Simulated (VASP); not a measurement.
Wanted: the native input for a VASP 6.6.1 run.

* Task: relaxation of cell and atoms
* Functional: PBE
* Potentials or basis: VASP PAW PBE potentials, release 64 (Fe)
* Cutoff: 600 eV
* k mesh: 20 × 20 × 20
* Occupations: gaussian, width 0.1 eV
* Spin: collinear spin, ferromagnetic start
* Starting moments: [2.66] μB
* Dipole correction: no
* Further INCAR settings: ALGO = Fast; EDIFF = 1e-07; IBRION = 2; EDIFFG = -0.005; NSW = 100; ISIF = 3

The structure of Fe lies in POSCAR:

```
Fe
1.0
   -1.4430000000      1.4430000000      1.4430000000
    1.4430000000     -1.4430000000      1.4430000000
    1.4430000000      1.4430000000     -1.4430000000
Fe
1
Direct
    0.0000000000      0.0000000000      0.0000000000
```

These files were run (other wordings do the same):

INCAR

```
SYSTEM = Fe
PREC     = Accurate       ! precision mode
ENCUT    = 600            ! plane-wave cutoff, eV
EDIFF    = 1E-7           ! SCF threshold, eV
ISMEAR   = 0              ! smearing method
SIGMA    = 0.1            ! smearing width, eV
LREAL    = .False.        ! projectors in reciprocal space
LASPH    = .True.         ! aspherical terms in the spheres
NELM     = 150            ! most SCF steps
ALGO     = Fast           ! electronic algorithm
ISIF     = 3              ! what is computed and relaxed
LWAVE    = .False.        ! write WAVECAR
LCHARG   = .False.        ! write CHGCAR
ISPIN    = 2              ! spin polarisation
MAGMOM   = 2.66           ! initial moments
LORBIT   = 11             ! projections on sites
LMAXMIX  = 4              ! l up to which the mixer works
GGA      = PE             ! functional
IBRION   = 2              ! ionic algorithm
NSW      = 100            ! ionic steps
EDIFFG   = -0.005         ! ionic threshold
```

KPOINTS

```
regular mesh
0
Gamma
  20 20 20
  0 0 0
```

Potentials or basis: VASP PAW PBE potentials, release 64 (Fe).

Launch:

```sh
$ cat potpaw_PBE.64/Fe/POTCAR > POTCAR
$ mpirun -np 1 vasp_std > vasp.out
```

It gave:

```yaml
Relaxed_volume: 11.35 Å³/atom
Relaxed_cell: a = 2.452 Å, b = 2.452 Å, c = 2.452 Å, α = 109.47°, β = 109.47°, γ = 109.47°
Space_group_after_relaxing_to_0.05_Å: Im-3m (No. 229)
Energy_gained_by_relaxing: 20.6 meV/atom
Ionic_steps: 3
Pressure_after_relaxing: 0.0 GPa
Net_moment: 2.19 μB per cell
Site_moments: Fe +2.19 μB
Valence_electrons_inside_the_program's_atomic_spheres: Fe 7.27
```

Run time: 2.3 min on 1 thread of Intel(R) Xeon(R) Platinum 8259CL CPU @ 2.50GHz (Skylake/Cascade Lake), on a shared host, peak memory 0.19 GiB.
